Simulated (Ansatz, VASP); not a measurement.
Two plane-wave programs on AlNi3

```
Ni Al
1.0
     3.52305    0.00000    0.00000
     0.00000    3.52305    0.00000
     0.00000    0.00000    3.52305
Ni Al
3 1
Cartesian
  1.7615 1.7615 0.0000
  1.7615 0.0000 1.7615
  0.0000 1.7615 1.7615
  0.0000 0.0000 0.0000
```

Alike in both runs: task single point; functional PBE; k mesh 8 × 8 × 8; occupations gaussian, width 0.018 eV; collinear spin.

|  | VASP | Ansatz |
| --- | --- | --- |
| version | VASP 6.6.1 | Ansatz 0.2.0 |
| potentials or method | VASP PAW PBE potentials, release 64 (Ni, Al) | Ansatz PAW |
| plane-wave cutoff (eV) | 520 | 420 |
| valence electrons in the cell | 33 | 57 |

Ansatz gave:

* gap on the k mesh at the Fermi level (eV): none
* pressure (GPa): 7.4
* net moment per atom (μB): 0.21
* size of the moment on the site where the two differ most (μB): 0.30

Which values does VASP return?

gap on the k mesh at the Fermi level (eV): none; pressure (GPa): 7.4; net moment per atom (μB): 0.19; size of the moment on the site where the two differ most (μB): 0.27.

Site moments also hang on the region over which each program counts them. A gap of «none» marks a metal or a gap that the smearing closes. VASP's potentials hold 33 valence electrons a cell and Ansatz's 57, so a difference there can come from the potentials and not from the codes.
